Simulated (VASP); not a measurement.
# Au (Pm-3m) in VASP: single point with PBEsol

Aim: the single point of Au with PBEsol.

Program: VASP 6.6.1. These are calculated values, not measurements. Logs are shortened: lines on timing, memory, paths and dates and some standing lists are left out, and cuts for length are marked.

### Step 1. The cell of the first run

It takes space group Pm-3m (No. 221, cubic). The conventional cell has a = 2.631 Å, b = 2.631 Å, c = 2.631 Å, α = 90.00°, β = 90.00°, γ = 90.00°. Au (site symmetry m-3m) has 6 Au at 2.63 Å within 3.5 Å.

This isn't the form of Au at room conditions, which is fcc.

### Step 2. Single point, PBEsol

INCAR

```
PREC = Accurate
ENCUT = 520
EDIFF = 1E-7
ISMEAR = 0
SIGMA = 0.15
LREAL = F
LASPH = T
NELM = 80
ALGO = Fast
ISIF = 2
LWAVE = F
LCHARG = F
GGA = PS
NBANDS = 12
```

KPOINTS

```
Automatic mesh
0
Gamma
  22 22 22
```

POSCAR

```
Au
1.0
   -0.8769168513      1.7538337027      1.7538337027
    1.7538337027     -0.8769168513      1.7538337027
    1.7538337027      1.7538337027     -0.8769168513
Au
1
Direct
    0.0000000000      0.0000000000      0.0000000000
```

Potentials or basis: VASP PAW PBE potentials, release 64 (Au).

The run is started by

```sh
> cat potpaw_PBE.64/Au/POTCAR > POTCAR
> mpirun -np 1 vasp_std > vasp.out
```

OUTCAR:

```text
PREC = Accurate
   ENCUT = 520
   EDIFF = 1E-7
   ISMEAR = 0
   LREAL = F
   LASPH = T
   NELM = 80
   ISIF = 2
   GGA = PS

 ion  position               nearest neighbor table
   1  0.000  0.000  0.000-

  LATTYP: Found a simple cubic cell.
 ALAT       =     2.6307505540

  Lattice vectors:

 A1 = (  -0.8769168513,   1.7538337027,   1.7538337027)
 A2 = (   1.7538337027,  -0.8769168513,   1.7538337027)
 A3 = (   1.7538337027,   1.7538337027,  -0.8769168513)

Analysis of symmetry for initial positions (statically):
=====================================================================
 Subroutine PRICEL returns:
 Original cell was already a primitive cell.

 Routine SETGRP: Setting up the symmetry group for a
 simple cubic supercell.

 Subroutine GETGRP returns: Found 48 space group operations
 (whereof 48 operations were pure point group operations)
 out of a pool of 48 trial point group operations.

The static configuration has the point symmetry O_h .

Analysis of symmetry for dynamics (positions and initial velocities):
=====================================================================
 Subroutine PRICEL returns:
 Original cell was already a primitive cell.

 Routine SETGRP: Setting up the symmetry group for a
 simple cubic supercell.

 Subroutine GETGRP returns: Found 48 space group operations
 (whereof 48 operations were pure point group operations)
 out of a pool of 48 trial point group operations.

The dynamic configuration has the point symmetry O_h .

 Subroutine INISYM returns: Found 48 space group operations
 (whereof 48 operations are pure point group operations),
 and found     1 'primitive' translations

----------------------------------------------------------------------------------------

                                     Primitive cell

  volume of cell :      18.2070

  direct lattice vectors                    reciprocal lattice vectors
    -0.876916851  1.753833703  1.753833703    -0.126706553  0.253413105  0.253413105
     1.753833703 -0.876916851  1.753833703     0.253413105 -0.126706553  0.253413105
     1.753833703  1.753833703 -0.876916851     0.253413105  0.253413105 -0.126706553

  length of vectors
     2.630750554  2.630750554  2.630750554     0.380119658  0.380119658  0.380119658

  position of ions in fractional coordinates (direct lattice)
     0.000000000  0.000000000  0.000000000

  ion indices of the primitive-cell ions
   primitive index   ion index
                 1           1

----------------------------------------------------------------------------------------

 KPOINTS: Automatic mesh

Automatic generation of k-mesh.
 Grid dimensions read from file:
 generate k-points for:   22   22   22

 Generating k-lattice:

  Cartesian coordinates                     Fractional coordinates (reciprocal lattice)
    -0.005759389  0.011518778  0.011518778     0.045454545 -0.000000000 -0.000000000
     0.011518778 -0.005759389  0.011518778    -0.000000000  0.045454545 -0.000000000
     0.011518778  0.011518778 -0.005759389    -0.000000000 -0.000000000  0.045454545

  Length of vectors
     0.017278166  0.017278166  0.017278166

  Shift w.r.t. Gamma in fractional coordinates (k-lattice)
     0.000000000  0.000000000  0.000000000

 Subroutine IBZKPT returns following result:
 ===========================================

 Found    364 irreducible k-points:

 Following reciprocal coordinates:
            Coordinates               Weight
  0.000000  0.000000  0.000000      1.000000
  0.045455  0.000000  0.000000      6.000000
  0.090909  0.000000  0.000000      6.000000
  0.136364 -0.000000 -0.000000      6.000000
  0.181818 -0.000000 -0.000000      6.000000
  0.227273  0.000000 -0.000000      6.000000
[... 16 lines left out ...]
  0.500000  0.045455  0.000000     12.000000
  0.090909  0.090909  0.000000     12.000000
 [... further k-points ...]
   k-points           NKPTS =    364   k-points in BZ     NKDIM =    364   number of bands    NBANDS=     12
   number of dos      NEDOS =    301   number of ions     NIONS =      1
   total plane-waves  NPLWV =   8000
   dimension x,y,z NGX =    20 NGY =   20 NGZ =   20
   dimension x,y,z NGXF=    40 NGYF=   40 NGZF=   40
   ions per type =               1
   NGX,Y,Z   is equivalent  to a cutoff of  12.64, 12.64, 12.64 a.u.
   NGXF,Y,Z  is equivalent  to a cutoff of  25.28, 25.28, 25.28 a.u.
 SYSTEM =  unknown system
   PREC   = accura    normal or accurate (medium, high low for compatibility)
   ISTART =      0    job   : 0-new  1-cont  2-samecut
   ICHARG =      2    charge: 1-file 2-atom 10-const
   ISPIN  =      1    spin polarized calculation?
   LNONCOLLINEAR =      F non collinear calculations
   LSORBIT =      F    spin-orbit coupling
   LASPH  =      T    aspherical Exc in radial PAW
   ENCUT  =  520.0 eV  38.22 Ry    6.18 a.u.   4.89  4.89  4.89*2*pi/ulx,y,z
   NELM   =     80;   NELMIN=  2; NELMDL= -5     # of ELM steps
   EDIFF  = 0.1E-06   stopping-criterion for ELM
   LREAL  =      F    real-space projection
   EDIFFG = 0.1E-05   stopping-criterion for IOM
   NSW    =      0    number of steps for IOM
   IBRION =     -1    ionic relax: 0-MD 1-quasi-New 2-CG
   NFREE  =      0    steps in history (QN), initial steepest desc. (CG)
   ISIF   =      2    stress and relaxation
   ISYM   =      2    0-nonsym 1-usesym 2-fastsym
   POTIM  = 0.5000    time-step for ionic-motion
   TEBEG  =    0.0;   TEEND  =   0.0 temperature during run
   PSTRESS=    0.0 pullay stress
   NELECT =      11.0000    total number of electrons
   NUPDOWN=      -1.0000    fix difference up-down
   EMIN   =  10.00;   EMAX   =-10.00  energy-range for DOS
   EFERMI =   0.00;   METHOD = LEGACY
   ISMEAR =     0;   SIGMA  =   0.15  broadening in eV -4-tet -1-fermi 0-gaus
   EFERMI_NEDOS =   21; number of points for ismear=-14 and -15
   IALGO  =     68    algorithm
   IMIX   =      4    mixing-type and parameters
     AMIX     =   0.40;   BMIX     =  1.00
     AMIX_MAG =   1.60;   BMIX_MAG =  1.00
  volume/ion in A,a.u.               =      18.21       122.87
  Fermi-wavevector in a.u.,A,eV,Ry     =   1.383968  2.615320 26.060157  1.915367
  Thomas-Fermi vector in A             =   2.508516
   LORBIT       =      0    0 simple, 1 ext, 2 COOP (PROOUT), +10 PAW based schemes
   GGA     = PS    functional components
   LHFCALC =     F    Hartree Fock is set to
   AEXX    =    0.0000 exact exchange contribution
   IVDW    =     0    specifies the selected vdW correction
   LEPSILON=     F    determine dielectric tensor
   LRPA    =     F    only Hartree local field effects (RPA)
 non-spin polarized calculation
 RMM-DIIS sequential band-by-band and
 Gauss-broadening in eV      SIGMA  =   0.15
  energy-cutoff  :      520.00
  volume of cell :       18.21
 maximum number of plane-waves:       504
 NGX is ok and might be reduce to    20
   NGX =  9   NGY =  9   NGZ =  9

 number of electron      11.0000003 magnetization

 Free energy of the ion-electron system (eV)
  ---------------------------------------------------
  ext. energy  EPLUGINS =         0.00000000
  ---------------------------------------------------
  free energy    TOTEN  =        -3.60883680 eV

  energy without entropy =       -3.60391538  energy(sigma->0) =       -3.60637609

 E-fermi :   7.8753     XC(G=0): -12.3704

 val. band max:        7.8723950705   @ k =   0.5000   0.5000   0.4545
 cond. band min:       7.8905117077   @ k =   0.5000   0.4545   0.3636
 fundamental gap:      0.0181166372
 Fermi energy:         7.8753121045

 k-point     1 :       0.0000    0.0000    0.0000
  band No.  band energies     occupation
      1      -1.0373      2.00000
      2       1.3304      2.00000
      3       1.3304      2.00000
      4       6.5305      2.00000
      5       6.5305      2.00000
      6       6.5305      2.00000
      7      22.4557      0.00000
      8      22.4557      0.00000
      9      22.4557      0.00000
     10      27.8772      0.00000
     11      30.5142      0.00000
     12      30.5142      0.00000

 k-point     2 :       0.0455    0.0000    0.0000
  band No.  band energies     occupation
      1      -0.9802      2.00000
      2       1.3398      2.00000
      3       1.3774      2.00000
      4       6.4866      2.00000
      5       6.4866      2.00000
      6       6.5339      2.00000
      7      21.9829      0.00000
      8      22.5526      0.00000
      9      22.5526      0.00000
     10      28.1874      0.00000
     11      30.2350      0.00000
     12      30.7527      0.00000

 k-point     3 :       0.0909    0.0000    0.0000
  band No.  band energies     occupation
      1      -0.8151      2.00000
      2       1.3676      2.00000
      3       1.5217      2.00000
      4       6.3607      2.00000
      5       6.3607      2.00000
      6       6.5440      2.00000
      7      20.8794      0.00000
      8      22.8360      0.00000
      9      22.8360      0.00000
     10      28.6807      0.00000
     11      29.5524      0.00000
     12      31.5838      0.00000
[... 286 lines left out ...]
 k-point    23 :       0.5000    0.0455    0.0000
  band No.  band energies     occupation
      1       1.3750      2.00000
      2       1.8665      2.00000
      3       4.5398      2.00000
      4       4.7218      2.00000
      5       6.6652      2.00000
      6       7.0365      2.00000
      7      10.5930      0.00000
      8      24.3806      0.00000
      9      26.9257      0.00000
     10      27.7415      0.00000
     11      28.3083      0.00000
     12      34.1741      0.00000

 k-point    24 :       0.0909    0.0909    0.0000
  band No.  band energies     occupation
      1      -0.5895      2.00000
      2       1.4848      2.00000
      3       1.6289      2.00000
      4       6.1841      2.00000
      5       6.3507      2.00000
      6       6.4010      2.00000
      7      20.9590      0.00000
      8      21.5070      0.00000
      9      23.2192      0.00000
     10      28.9960      0.00000
     11      30.5946      0.00000
     12      31.2095      0.00000

 [... further k-points ...]

------------------------ aborting loop because EDIFF is reached ----------------------------------------

  FORCE on cell =-STRESS in cart. coord.  units (eV):
  Direction    XX          YY          ZZ          XY          YZ          ZX
  --------------------------------------------------------------------------------------
  -------------------------------------------------------------------------------------
  Total        1.2775648      1.2775648      1.2775648      0.0000000      0.0000000      0.0000000
  in kB      112.4228268    112.4228268    112.4228268      0.0000000      0.0000000      0.0000000
  external PRESSURE =     112.4228268 kB  Pullay stress =       0.0000000 kB

 VOLUME and BASIS-vectors are now :
 -----------------------------------------------------------------------------
  energy-cutoff  :      520.00
  volume of cell :       18.21
      direct lattice vectors                 reciprocal lattice vectors
    -0.876916851  1.753833703  1.753833703    -0.126706553  0.253413105  0.253413105
     1.753833703 -0.876916851  1.753833703     0.253413105 -0.126706553  0.253413105
     1.753833703  1.753833703 -0.876916851     0.253413105  0.253413105 -0.126706553

 POSITION                                       TOTAL-FORCE (eV/Angst)
 -----------------------------------------------------------------------------------
      0.00000      0.00000      0.00000         0.000000     -0.000000     -0.000000
 -----------------------------------------------------------------------------------
    total drift:                                0.000000     -0.000000      0.000000

  FREE ENERGIE OF THE ION-ELECTRON SYSTEM (eV)
  ---------------------------------------------------
  free  energy   TOTEN  =        -3.6088367962 eV

  energy  without entropy=       -3.6039153764  energy(sigma->0) =       -3.60637609
```

Run time: 78 s. Hardware: 1 thread of Intel Xeon 8259CL, shared host; peak memory 0.19 GiB.

What came out:

```
Free energy            : -3.6088 eV
Pressure               : 11.2 GPa
Band gap on the k mesh : zero (an odd number of electrons rules out a gap without spin polarisation)
```

Caveat: the cell stands under pressure; the PAW data sets were made with another functional, which shifts forces and pressure a little; spin-orbit coupling is left out, which moves the levels of the heavy elements.
